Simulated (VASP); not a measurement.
# Cl (Pm-3m) in VASP: relaxation of cell and atoms with r2SCAN

Aim: the relaxation of cell and atoms of Cl with r2SCAN.

Everything below comes from runs of VASP 6.6.1. Logs are shortened: lines on timing, memory, paths and dates and some standing lists are left out, and cuts for length are marked.

### 1 The cell of the first run

The structure is cubic, space group Pm-3m (No. 221). Conventional cell: a = 2.910 Å, b = 2.910 Å, c = 2.910 Å, α = 90.00°, β = 90.00°, γ = 90.00°. Within 3.8 Å of Cl (site symmetry m-3m) lie 6 Cl at 2.91 Å.

### 2 Relaxation of cell and atoms, r2SCAN

Input file POSCAR:

```
Cl
1.0
    2.9100000000      0.0000000000      0.0000000000
    0.0000000000      2.9100000000      0.0000000000
    0.0000000000      0.0000000000      2.9100000000
Cl
1
Direct
    0.0000000000      0.0000000000      0.0000000000
```

Input file INCAR.step1:

```
SYSTEM = Cl
  PREC = Accurate
  ENCUT = 600
  ISMEAR = -1
  SIGMA = 0.05
  LREAL = .False.
  LASPH = .True.
  NELM = 60
  GGA = PE
  ALGO = Normal
  EDIFF = 1E-4
  LWAVE = .True.
  LCHARG = .False.
```

Input file INCAR.step2:

```
SYSTEM = Cl
  PREC = Accurate
  ENCUT = 600
  EDIFF = 1E-7
  ISMEAR = -1
  SIGMA = 0.05
  LREAL = .False.
  LASPH = .True.
  NELM = 60
  ALGO = Normal
  ISIF = 3
  LWAVE = .False.
  LCHARG = .False.
  METAGGA = R2SCAN
  LMIXTAU = .True.
  IBRION = 2
  NSW = 80
  EDIFFG = -0.03
  ISTART = 1
```

Input file KPOINTS:

```
regular mesh
0
Gamma
  8 8 8
  0 0 0
```

Potentials or basis: VASP PAW PBE potentials, release 64 (Cl).

Run with:

```sh
$ cat potpaw_PBE.64/Cl/POTCAR > POTCAR
$ cp INCAR.step1 INCAR
$ mpirun -np 1 vasp_std > vasp.out
$ cp INCAR.step2 INCAR
$ mpirun -np 1 vasp_std > vasp.out
```

OUTCAR:

```text
SYSTEM = Cl
   PREC = Accurate
   ENCUT = 600
   EDIFF = 1E-7
   ISMEAR = -1
   LREAL = .False.
   LASPH = .True.
   NELM = 60
   ISIF = 3
   METAGGA = R2SCAN
   IBRION = 2
   NSW = 80
   EDIFFG = -0.03
   ISTART = 1

 ion  position               nearest neighbor table
   1  0.000  0.000  0.000-

  LATTYP: Found a simple cubic cell.
 ALAT       =     2.9100000000

  Lattice vectors:

 A1 = (   2.9100000000,   0.0000000000,   0.0000000000)
 A2 = (   0.0000000000,   2.9100000000,   0.0000000000)
 A3 = (   0.0000000000,   0.0000000000,   2.9100000000)

Analysis of symmetry for initial positions (statically):
=====================================================================
 Subroutine PRICEL returns:
 Original cell was already a primitive cell.

 Routine SETGRP: Setting up the symmetry group for a
 simple cubic supercell.

 Subroutine GETGRP returns: Found 48 space group operations
 (whereof 48 operations were pure point group operations)
 out of a pool of 48 trial point group operations.

The static configuration has the point symmetry O_h .

Analysis of symmetry for dynamics (positions and initial velocities):
=====================================================================
 Subroutine PRICEL returns:
 Original cell was already a primitive cell.

 Routine SETGRP: Setting up the symmetry group for a
 simple cubic supercell.

 Subroutine GETGRP returns: Found 48 space group operations
 (whereof 48 operations were pure point group operations)
 out of a pool of 48 trial point group operations.

The dynamic configuration has the point symmetry O_h .

 Subroutine INISYM returns: Found 48 space group operations
 (whereof 48 operations are pure point group operations),
 and found     1 'primitive' translations

----------------------------------------------------------------------------------------

                                     Primitive cell

  volume of cell :      24.6422

  direct lattice vectors                    reciprocal lattice vectors
     2.910000000  0.000000000  0.000000000     0.343642612  0.000000000  0.000000000
[... 92 lines left out ...]
   POTIM  = 0.5000    time-step for ionic-motion
   TEBEG  =    0.0;   TEEND  =   0.0 temperature during run
   PSTRESS=    0.0 pullay stress
   NELECT =       7.0000    total number of electrons
   NUPDOWN=      -1.0000    fix difference up-down
   EMIN   =  10.00;   EMAX   =-10.00  energy-range for DOS
   EFERMI =   0.00;   METHOD = LEGACY
   ISMEAR =    -1;   SIGMA  =   0.05  broadening in eV -4-tet -1-fermi 0-gaus
   EFERMI_NEDOS =   21; number of points for ismear=-14 and -15
   IALGO  =     38    algorithm
   IMIX   =      4    mixing-type and parameters
     AMIX     =   0.40;   BMIX     =  1.00
     AMIX_MAG =   1.60;   BMIX_MAG =  1.00
  volume/ion in A,a.u.               =      24.64       166.29
  Fermi-wavevector in a.u.,A,eV,Ry     =   1.076171  2.033668 15.757499  1.158144
  Thomas-Fermi vector in A             =   2.212048
   LORBIT       =      0    0 simple, 1 ext, 2 COOP (PROOUT), +10 PAW based schemes
   METAGGA = R2SCAN    functional components
   LHFCALC =     F    Hartree Fock is set to
   AEXX    =    0.0000 exact exchange contribution
   IVDW    =     0    specifies the selected vdW correction
   LEPSILON=     F    determine dielectric tensor
   LRPA    =     F    only Hartree local field effects (RPA)
 conjugate gradient relaxation of ions
 non-spin polarized calculation
  energy-cutoff  :      600.00
  volume of cell :       24.64
 maximum number of plane-waves:       840
 NGX is ok and might be reduce to    24
   NGX = 11   NGY = 11   NGZ = 11

--------------------------------------- Ionic step        1  -------------------------------------------

 number of electron       7.0000001 magnetization

 Free energy of the ion-electron system (eV)
  ---------------------------------------------------
  ext. energy  EPLUGINS =         0.00000000
  ---------------------------------------------------
  free energy    TOTEN  =        -5.36424403 eV

  energy without entropy =       -5.35156512  energy(sigma->0) =       -5.35790457

------------------------ aborting loop because EDIFF is reached ----------------------------------------

  FORCE on cell =-STRESS in cart. coord.  units (eV):
  Direction    XX          YY          ZZ          XY          YZ          ZX
  --------------------------------------------------------------------------------------
  -------------------------------------------------------------------------------------
  Total       -0.3734818     -0.3734818     -0.3734818     -0.0000000     -0.0000000      0.0000000
  in kB      -24.2829299    -24.2829299    -24.2829299     -0.0000000     -0.0000000      0.0000000
  external PRESSURE =     -24.2829299 kB  Pullay stress =       0.0000000 kB
[... 57 lines left out ...]
--------------------------------------- Ionic step        3  -------------------------------------------

 number of electron       7.0000001 magnetization

 Free energy of the ion-electron system (eV)
  ---------------------------------------------------
  ext. energy  EPLUGINS =         0.00000000
  ---------------------------------------------------
  free energy    TOTEN  =        -5.37888570 eV

  energy without entropy =       -5.36778052  energy(sigma->0) =       -5.37333311

 E-fermi :   1.2491     XC(G=0):  -9.5801

 val. band max:        1.1652095204   @ k =   0.0000   0.0000   0.0000
 cond. band min:       1.2533247687   @ k =   0.1250   0.0000   0.0000
 fundamental gap:      0.0881152483
 Fermi energy:         1.2490544378

 k-point     1 :       0.0000    0.0000    0.0000
  band No.  band energies     occupation
      1     -15.3072      2.00000
      2       1.1652      1.68499
      3       1.1652      1.68499
      4       1.1652      1.68499
      5      10.1820      0.00000
      6      12.2020      0.00000
      7      12.2020      0.00000
[... 221 lines left out ...]
 k-point    24 :       0.5000    0.3750    0.1250
  band No.  band energies     occupation
      1     -13.0513      2.00000
      2      -2.9320      2.00000
      3      -2.1525      2.00000
      4       1.5220      0.00847
      5       9.0952      0.00000
      6      15.7694      0.00000
      7      16.1662      0.00000

 [... further k-points ...]

------------------------ aborting loop because EDIFF is reached ----------------------------------------

  FORCE on cell =-STRESS in cart. coord.  units (eV):
  Direction    XX          YY          ZZ          XY          YZ          ZX
  --------------------------------------------------------------------------------------
  -------------------------------------------------------------------------------------
  Total       -0.0050453     -0.0050453     -0.0050453      0.0000000     -0.0000000      0.0000000
  in kB       -0.3533258     -0.3533258     -0.3533258      0.0000000     -0.0000000      0.0000000
  external PRESSURE =      -0.3533258 kB  Pullay stress =       0.0000000 kB
[... 16 lines left out ...]
  FREE ENERGIE OF THE ION-ELECTRON SYSTEM (eV)
  ---------------------------------------------------
  free  energy   TOTEN  =        -5.3788856981 eV

  energy  without entropy=       -5.3677805237  energy(sigma->0) =       -5.37333311

 reached required accuracy - stopping structural energy minimisation
```

OUTCAR.step1:

```text
SYSTEM = Cl
   PREC = Accurate
   ENCUT = 600
   ISMEAR = -1
   LREAL = .False.
   LASPH = .True.
[... 457 lines left out ...]
 -----------------------------------------------------------------------------------
      0.00000      0.00000      0.00000         0.000000      0.000000      0.000000
 -----------------------------------------------------------------------------------
    total drift:                               -0.000000      0.000000      0.000000

  FREE ENERGIE OF THE ION-ELECTRON SYSTEM (eV)
  ---------------------------------------------------
  free  energy   TOTEN  =        -1.1586580302 eV

  energy  without entropy=       -1.1456736458  energy(sigma->0) =       -1.15216584
```

OSZICAR.step1:

```text
N       E                     dE             d eps       ncg     rms          rms(c)
DAV:   1     0.247211987442E+02    0.24721E+02   -0.31567E+03   490   0.840E+02
DAV:   2    -0.476406588844E+00   -0.25198E+02   -0.24157E+02   700   0.122E+02
DAV:   3    -0.115450426169E+01   -0.67810E+00   -0.65785E+00   644   0.237E+01
DAV:   4    -0.115699355487E+01   -0.24893E-02   -0.24888E-02   742   0.146E+00
DAV:   5    -0.115699690515E+01   -0.33503E-05   -0.33503E-05   665   0.442E-02    0.419E+00
DAV:   6    -0.115773210800E+01   -0.73520E-03   -0.13184E-03   637   0.289E-01    0.256E+00
DAV:   7    -0.115866734136E+01   -0.93523E-03   -0.19210E-03   588   0.375E-01    0.673E-02
DAV:   8    -0.115865803018E+01    0.93112E-05   -0.14453E-04   525   0.870E-02
   1 F= -.11586580E+01 E0= -.11521658E+01  d E =-.129844E-01
```

It took 63 s on 1 thread of Intel Xeon 8259CL, shared host; peak memory 0.14 GiB.

Results:

```
Free energy                           : -5.3789 eV
Relaxed volume                        : 22.88 Å³/atom
Relaxed cell                          : a = 2.839 Å, b = 2.839 Å, c = 2.839 Å, α = 90.00°, β = 90.00°, γ = 90.00°
Space group after relaxing (to 0.1 Å) : Pm-3m (No. 221)
Energy gained by relaxing             : 14.6 meV/atom
Ionic steps                           : 3
Pressure after relaxing               : 0.0 GPa
Band gap on the k mesh                : zero (an odd number of electrons rules out a gap without spin polarisation)
```

The path:
```tsv
step	energy change (eV)	largest force (eV/Å)	pressure (GPa)	volume (Å³)
1	0.0000	0.0000	-2.43	24.64
2	-0.0135	0.0000	-0.77	23.33
3	-0.0146	0.0000	-0.04	22.88
```

Final structure:
```
Cl
1.0
     2.83885    0.00000    0.00000
     0.00000    2.83885    0.00000
     0.00000    0.00000    2.83885
Cl
1
Direct
  0.00000 0.00000 0.00000
```

Levels at points of the mesh, in eV from the Fermi level:
| k point | band 1 | band 2 | band 3 | band 4 | band 5 | band 6 | band 7 |
| --- | --- | --- | --- | --- | --- | --- | --- |
| (0.00, 0.00, 0.00) | -16.56 | -0.08 | -0.08 | -0.08 | 8.93 | 10.95 | 10.95 |
| (0.50, 0.00, 0.00) | -15.36 | -5.30 | 0.57 | 0.57 | 12.57 | 12.71 | 13.96 |
| (0.50, 0.50, 0.00) | -14.24 | -4.10 | -4.10 | 1.15 | 6.91 | 14.57 | 17.47 |
| (0.50, 0.50, 0.50) | -13.17 | -3.11 | -3.11 | -3.11 | 9.56 | 9.56 | 9.56 |

Caveat: the PAW data sets were made with another functional, which shifts forces and pressure a little; an odd number of electrons without spin polarisation forces a metal; a magnetic or distorted state may lie lower.

The gap in the log of VASP goes by the Fermi energy; the results here count the filled bands.